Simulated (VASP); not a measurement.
# Pb (P6_3/mmc) in VASP: a series of runs

The runs below take Pb through single point, with PBE.

All numbers are computed with VASP 6.6.1; they aren't measurements. Logs are shortened: lines on timing, memory, paths and dates and some standing lists are left out, and cuts for length are marked.

## Step 1: The cell of the first run

It takes space group P6_3/mmc (No. 194, hexagonal). Conventional cell: a = 3.360 Å, b = 3.360 Å, c = 5.397 Å, α = 90.00°, β = 90.00°, γ = 120.00°. Pb (site symmetry -6m2) has 12 Pb at 3.32 to 3.36 Å within 4.4 Å.

## Step 2: Single point, PBE

Contents of INCAR:

```
PREC     = Accurate       # precision mode
ENCUT    = 520            # plane-wave cutoff, eV
EDIFF    = 1E-6           # SCF threshold, eV
ISMEAR   = 0              # smearing method
SIGMA    = 0.05           # smearing width, eV
LREAL    = F              # projectors in reciprocal space
LASPH    = T              # aspherical terms in the spheres
NELM     = 100            # most SCF steps
ALGO     = Normal         # electronic algorithm
ISIF     = 2              # what is computed and relaxed
LWAVE    = F              # write WAVECAR
LCHARG   = F              # write CHGCAR
GGA      = PE             # functional
NBANDS   = 21             # bands
```

Contents of KPOINTS:

```
Automatic mesh
0
Gamma
  12 12 6
```

Contents of POSCAR:

```
Pb
1.0
    3.3599030584      0.0000000000      0.0000000000
   -1.6799515292      2.9097614029      0.0000000000
    0.0000000000      0.0000000000      5.3970856599
Pb
2
Direct
    0.3333333333      0.6666666667      0.2500000000
    0.6666666667      0.3333333333      0.7500000000
```

Potentials or basis: VASP PAW PBE potentials, release 64 (Pb_d).

Command:

```console
$ cat potpaw_PBE.64/Pb_d/POTCAR > POTCAR
$ mpirun -np 1 vasp_std > vasp.out
```

OUTCAR:

```text
PREC = Accurate
   ENCUT = 520
   EDIFF = 1E-6
   ISMEAR = 0
   LREAL = F
   LASPH = T
   NELM = 100
   ISIF = 2
   GGA = PE

 ion  position               nearest neighbor table
   1  0.333  0.667  0.250-   2 3.32   2 3.32   2 3.32   2 3.32   2 3.32   2 3.32
   2  0.667  0.333  0.750-   1 3.32   1 3.32   1 3.32   1 3.32   1 3.32   1 3.32

  LATTYP: Found a hexagonal cell.
 ALAT       =     3.3599030584
 C/A-ratio  =     1.6063218391

  Lattice vectors:

 A1 = (   3.3599030584,   0.0000000000,   0.0000000000)
 A2 = (  -1.6799515292,   2.9097614029,   0.0000000000)
 A3 = (   0.0000000000,   0.0000000000,   5.3970856599)

Analysis of symmetry for initial positions (statically):
=====================================================================
 Subroutine PRICEL returns:
 Original cell was already a primitive cell.

 Routine SETGRP: Setting up the symmetry group for a
 hexagonal supercell.

 Subroutine GETGRP returns: Found 24 space group operations
 (whereof 12 operations were pure point group operations)
 out of a pool of 24 trial point group operations.

The static configuration has the point symmetry D_3d.
 The point group associated with its full space group is D_6h.

Analysis of symmetry for dynamics (positions and initial velocities):
=====================================================================
 Subroutine PRICEL returns:
 Original cell was already a primitive cell.

 Routine SETGRP: Setting up the symmetry group for a
 hexagonal supercell.

 Subroutine GETGRP returns: Found 24 space group operations
 (whereof 12 operations were pure point group operations)
 out of a pool of 24 trial point group operations.

The dynamic configuration has the point symmetry D_3d.
 The point group associated with its full space group is D_6h.

 Subroutine INISYM returns: Found 24 space group operations
 (whereof 12 operations are pure point group operations),
 and found     1 'primitive' translations

----------------------------------------------------------------------------------------

                                     Primitive cell

  volume of cell :      52.7647

  direct lattice vectors                    reciprocal lattice vectors
[... 75 lines left out ...]
   NGX,Y,Z   is equivalent  to a cutoff of  13.85, 13.85, 12.32 a.u.
   NGXF,Y,Z  is equivalent  to a cutoff of  27.71, 27.71, 24.64 a.u.
 SYSTEM =  unknown system
   PREC   = accura    normal or accurate (medium, high low for compatibility)
   ISTART =      0    job   : 0-new  1-cont  2-samecut
   ICHARG =      2    charge: 1-file 2-atom 10-const
   ISPIN  =      1    spin polarized calculation?
   LNONCOLLINEAR =      F non collinear calculations
   LSORBIT =      F    spin-orbit coupling
   LASPH  =      T    aspherical Exc in radial PAW
   ENCUT  =  520.0 eV  38.22 Ry    6.18 a.u.   6.25  6.25 10.04*2*pi/ulx,y,z
   NELM   =    100;   NELMIN=  2; NELMDL= -5     # of ELM steps
   EDIFF  = 0.1E-05   stopping-criterion for ELM
   LREAL  =      F    real-space projection
   EDIFFG = 0.1E-04   stopping-criterion for IOM
   NSW    =      0    number of steps for IOM
   IBRION =     -1    ionic relax: 0-MD 1-quasi-New 2-CG
   NFREE  =      0    steps in history (QN), initial steepest desc. (CG)
   ISIF   =      2    stress and relaxation
   ISYM   =      2    0-nonsym 1-usesym 2-fastsym
   POTIM  = 0.5000    time-step for ionic-motion
   TEBEG  =    0.0;   TEEND  =   0.0 temperature during run
   PSTRESS=    0.0 pullay stress
   NELECT =      28.0000    total number of electrons
   NUPDOWN=      -1.0000    fix difference up-down
   EMIN   =  10.00;   EMAX   =-10.00  energy-range for DOS
   EFERMI =   0.00;   METHOD = LEGACY
   ISMEAR =     0;   SIGMA  =   0.05  broadening in eV -4-tet -1-fermi 0-gaus
   EFERMI_NEDOS =   21; number of points for ismear=-14 and -15
   IALGO  =     38    algorithm
   IMIX   =      4    mixing-type and parameters
     AMIX     =   0.40;   BMIX     =  1.00
     AMIX_MAG =   1.60;   BMIX_MAG =  1.00
  volume/ion in A,a.u.               =      26.38       178.04
  Fermi-wavevector in a.u.,A,eV,Ry     =   1.325398  2.504639 23.901086  1.756680
  Thomas-Fermi vector in A             =   2.454862
   LORBIT       =      0    0 simple, 1 ext, 2 COOP (PROOUT), +10 PAW based schemes
   GGA     = PE    functional components
   LHFCALC =     F    Hartree Fock is set to
   AEXX    =    0.0000 exact exchange contribution
   IVDW    =     0    specifies the selected vdW correction
   LEPSILON=     F    determine dielectric tensor
   LRPA    =     F    only Hartree local field effects (RPA)
 non-spin polarized calculation
 Gauss-broadening in eV      SIGMA  =   0.05
  energy-cutoff  :      520.00
  volume of cell :       52.76
 maximum number of plane-waves:      1448
 NGX is ok and might be reduce to    28
   NGX = 13   NGY = 13   NGZ = 21

 number of electron      28.0000002 magnetization

 Free energy of the ion-electron system (eV)
  ---------------------------------------------------
  ext. energy  EPLUGINS =         0.00000000
  ---------------------------------------------------
  free energy    TOTEN  =        -6.76971241 eV

  energy without entropy =       -6.76743930  energy(sigma->0) =       -6.76857586

 E-fermi :   8.9661     XC(G=0): -10.8749

 val. band max:        8.9437846820   @ k =   0.4167   0.1667   0.0000
 cond. band min:       8.9853874318   @ k =   0.3333   0.1667   0.3333
 fundamental gap:      0.0416027498
 Fermi energy:         8.9661405035

 k-point     1 :       0.0000    0.0000    0.0000
  band No.  band energies     occupation
      1      -8.3448      2.00000
      2      -8.2538      2.00000
      3      -8.2337      2.00000
      4      -8.2337      2.00000
      5      -8.1981      2.00000
      6      -8.1981      2.00000
[... 565 lines left out ...]
     20      17.4675      0.00000
     21      19.5870      0.00000

 [... further k-points ...]
[... 5 lines left out ...]
  --------------------------------------------------------------------------------------
  -------------------------------------------------------------------------------------
  Total        3.6148025      3.6148025      4.1922705     -0.0000000      0.0000000     -0.0000000
  in kB      109.7619260    109.7619261    127.2964933     -0.0000000      0.0000000     -0.0000000
  external PRESSURE =     115.6067818 kB  Pullay stress =       0.0000000 kB

 VOLUME and BASIS-vectors are now :
 -----------------------------------------------------------------------------
  energy-cutoff  :      520.00
  volume of cell :       52.76
      direct lattice vectors                 reciprocal lattice vectors
     3.359903058  0.000000000  0.000000000     0.297627635  0.171835395  0.000000000
    -1.679951529  2.909761403  0.000000000     0.000000000  0.343670790  0.000000000
     0.000000000  0.000000000  5.397085660     0.000000000  0.000000000  0.185285182

 POSITION                                       TOTAL-FORCE (eV/Angst)
 -----------------------------------------------------------------------------------
     -0.00000      1.93984      1.34927         0.000000     -0.000000      0.000000
      1.67995      0.96992      4.04781        -0.000000      0.000000      0.000000
 -----------------------------------------------------------------------------------
    total drift:                               -0.000000      0.000000      0.000000

  FREE ENERGIE OF THE ION-ELECTRON SYSTEM (eV)
  ---------------------------------------------------
  free  energy   TOTEN  =        -6.7697124119 eV

  energy  without entropy=       -6.7674392995  energy(sigma->0) =       -6.76857586
```

OSZICAR:

```text
N       E                     dE             d eps       ncg     rms          rms(c)
DAV:   1     0.295045770683E+03    0.29505E+03   -0.14318E+04  3205   0.172E+03
DAV:   2     0.140674869308E+02   -0.28098E+03   -0.27410E+03  3217   0.415E+02
DAV:   3    -0.616660094617E+01   -0.20234E+02   -0.19970E+02  3813   0.138E+02
DAV:   4    -0.677876083139E+01   -0.61216E+00   -0.61193E+00  3843   0.262E+01
DAV:   5    -0.680750035803E+01   -0.28740E-01   -0.28739E-01  4443   0.522E+00    0.989E-01
DAV:   6    -0.677885753383E+01    0.28643E-01   -0.45358E-02  4488   0.306E+00    0.473E-01
DAV:   7    -0.677025387763E+01    0.86037E-02   -0.16864E-02  4465   0.186E+00    0.127E-01
DAV:   8    -0.676971434714E+01    0.53953E-03   -0.11626E-03  4371   0.436E-01    0.115E-02
DAV:   9    -0.676971514849E+01   -0.80136E-06   -0.24521E-05  4637   0.698E-02    0.696E-03
DAV:  10    -0.676971238049E+01    0.27680E-05   -0.17050E-06  3123   0.139E-02    0.113E-03
DAV:  11    -0.676971241189E+01   -0.31401E-07   -0.46972E-07  2206   0.111E-02
   1 F= -.67697124E+01 E0= -.67685759E+01  d E =-.227311E-02
```

It took 54 s on 1 thread of Intel Xeon Platinum 8259CL at 2.50GHz (Skylake/Cascade Lake), shared host; peak memory 0.22 GiB.

Results:

```
Free energy            : -6.7697 eV
Pressure               : 11.6 GPa
Band gap on the k mesh : zero (band 14 reaches 15.25 eV, above the bottom of band 15 at 6.40 eV)
```

Levels at points of the mesh, in eV from the Fermi level:
| k point | band 11 | band 12 | band 13 | band 14 | band 15 | band 16 | band 17 | band 18 |
| --- | --- | --- | --- | --- | --- | --- | --- | --- |
| (0.00, 0.00, 0.00) | -12.80 | -8.11 | -4.90 | 6.16 | 6.16 | 8.31 | 8.31 | 9.08 |
| (0.50, 0.00, 0.00) | -8.65 | -7.32 | -3.03 | -1.59 | -0.69 | 1.83 | 2.04 | 6.38 |
| (0.00, 0.00, 0.50) | -11.36 | -11.36 | 1.22 | 1.22 | 7.18 | 7.18 | 7.18 | 7.18 |
| (0.50, 0.00, 0.50) | -7.62 | -7.62 | -4.34 | -4.34 | 3.70 | 3.70 | 4.18 | 4.18 |

Caveat: spin-orbit coupling is left out, which moves the levels of the heavy elements.

(Part 1 of 2 ends here.)
